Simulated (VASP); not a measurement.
# TaN (Fm-3m) in VASP: further runs, part 2 of 2

VASP 6.6.1.

## (4) Single point, PBE (volume scaled by 0.94)

INCAR

```
SYSTEM = TaN
  ALGO = Normal
  EDIFF = 1E-6
  ENCUT = 520
  GGA = PE
  ISIF = 2
  ISMEAR = 0
  LASPH = .True.
  LCHARG = .False.
  LREAL = .False.
  LWAVE = .False.
  NBANDS = 15
  NELM = 80
  PREC = Accurate
  SIGMA = 0.1
```

KPOINTS

```
k-points
0
Gamma
  16 16 16
  0 0 0
```

POSCAR

```
TaN
1.0
    0.0000000000      2.1635479448      2.1635479448
    2.1635479448      0.0000000000      2.1635479448
    2.1635479448      2.1635479448      0.0000000000
Ta N
1 1
Direct
    0.5000000000      0.5000000000      0.5000000000
    0.0000000000      0.0000000000      0.0000000000
```

Potentials or basis: VASP PAW PBE potentials, release 64 (Ta_pv, N).

Started as:

```bash
$ cat potpaw_PBE.64/Ta_pv/POTCAR potpaw_PBE.64/N/POTCAR > POTCAR
$ mpirun -np 1 vasp_std > vasp.out
```

OUTCAR:

```text
SYSTEM = TaN
   EDIFF = 1E-6
   ENCUT = 520
   GGA = PE
   ISIF = 2
   ISMEAR = 0
   LASPH = .True.
   LREAL = .False.
   NELM = 80
   PREC = Accurate

 ion  position               nearest neighbor table
   1  0.500  0.500  0.500-   2 2.16   2 2.16   2 2.16   2 2.16   2 2.16   2 2.16
   2  0.000  0.000  0.000-   1 2.16   1 2.16   1 2.16   1 2.16   1 2.16   1 2.16

  LATTYP: Found a face centered cubic cell.
 ALAT       =     4.3270958896

  Lattice vectors:

 A1 = (   0.0000000000,   2.1635479448,   2.1635479448)
 A2 = (   2.1635479448,   0.0000000000,   2.1635479448)
 A3 = (   2.1635479448,   2.1635479448,   0.0000000000)

Analysis of symmetry for initial positions (statically):
=====================================================================
 Subroutine PRICEL returns:
 Original cell was already a primitive cell.

 Routine SETGRP: Setting up the symmetry group for a
 face centered cubic supercell.

 Subroutine GETGRP returns: Found 48 space group operations
 (whereof 48 operations were pure point group operations)
 out of a pool of 48 trial point group operations.

The static configuration has the point symmetry O_h .

Analysis of symmetry for dynamics (positions and initial velocities):
[... 165 lines left out ...]

 k-point     1 :       0.0000    0.0000    0.0000
  band No.  band energies     occupation
      1     -25.5739      2.00000
      2     -25.5739      2.00000
      3     -25.5739      2.00000
      4      -9.1624      2.00000
      5       6.1385      2.00000
      6       6.1385      2.00000
      7       6.1385      2.00000
      8       7.8626      2.00000
      9       7.8626      2.00000
     10       7.8626      2.00000
     11      10.1832      0.24992
     12      10.1832      0.24992
     13      12.0566      0.00000
     14      19.5312      0.00000
[... 401 lines left out ...]
      2     -25.6003      2.00000
      3     -25.5761      2.00000
      4      -8.8886      2.00000
      5       4.8880      2.00000
      6       5.1919      2.00000
      7       5.5570      2.00000
      8       8.0474      2.00000
      9       8.2827      2.00000
     10       8.6167      2.00000
     11      10.6537      0.00000
     12      11.5474      0.00000
     13      12.8446      0.00000
     14      20.3471      0.00000
     15      22.5830      0.00000

 [... further k-points ...]
[... 5 lines left out ...]
  --------------------------------------------------------------------------------------
  -------------------------------------------------------------------------------------
  Total        3.0922129      3.0922129      3.0922129      0.0000000      0.0000000      0.0000000
  in kB      244.5965951    244.5965951    244.5965951      0.0000000      0.0000000      0.0000000
  external PRESSURE =     244.5965951 kB  Pullay stress =       0.0000000 kB

 VOLUME and BASIS-vectors are now :
 -----------------------------------------------------------------------------
  energy-cutoff  :      520.00
  volume of cell :       20.25
      direct lattice vectors                 reciprocal lattice vectors
     0.000000000  2.163547945  2.163547945    -0.231101881  0.231101881  0.231101881
     2.163547945  0.000000000  2.163547945     0.231101881 -0.231101881  0.231101881
     2.163547945  2.163547945  0.000000000     0.231101881  0.231101881 -0.231101881

 POSITION                                       TOTAL-FORCE (eV/Angst)
 -----------------------------------------------------------------------------------
      2.16355      2.16355      2.16355        -0.000000     -0.000000     -0.000000
      0.00000      0.00000      0.00000         0.000000      0.000000      0.000000
 -----------------------------------------------------------------------------------
    total drift:                                0.000000     -0.000000     -0.000000

  FREE ENERGIE OF THE ION-ELECTRON SYSTEM (eV)
  ---------------------------------------------------
  free  energy   TOTEN  =       -21.7286364945 eV

  energy  without entropy=      -21.7232174158  energy(sigma->0) =      -21.72592696
```

stdout:

```text
POSCAR found type information on POSCAR TaN
 POSCAR found :  2 types and       2 ions
 scaLAPACK will be used
 LDA part: xc-table for (Slater+PW92), standard interpolation
 POSCAR, INCAR and KPOINTS ok, starting setup
 FFT: planning ... GRIDC
 FFT: planning ... GRID_SOFT
 FFT: planning ... GRID
 WAVECAR not read
 entering main loop
```

Wall time 14 s (1 thread of Intel Xeon 6975P-C, shared host); peak memory 0.18 GiB.

Results:

| Quantity | Value |
| --- | --- |
| Free energy | -21.7286 eV |
| Pressure | 24.5 GPa |
| Band gap on the k mesh | zero (band 8 reaches 12.17 eV, above the bottom of band 9 at 7.86 eV) |

Caveat: spin-orbit coupling is left out, which moves the levels of the heavy elements.

## (5) Overview

| cell | gap on the mesh (eV) | pressure (GPa) |
| --- | --- | --- |
| a = 2.993 Å, angles 60.0°, 2 atoms | none | 57.4 |
| a = 3.027 Å, angles 60.0°, 2 atoms | none | 39.6 |
| a = 3.060 Å, angles 60.0°, 2 atoms | none | 24.5 |

Alike in all rows: task single point; level PBE; potentials or basis VASP PAW PBE potentials, release 64 (Ta_pv, N); no spin polarisation; k mesh 16 × 16 × 16; cutoff (eV) 520; smearing gaussian 0.1 eV.

Caveats: spin-orbit coupling is left out, which moves the levels of the heavy elements.

Total energies depend on the potentials used, so only differences within one code and one set of settings carry meaning.
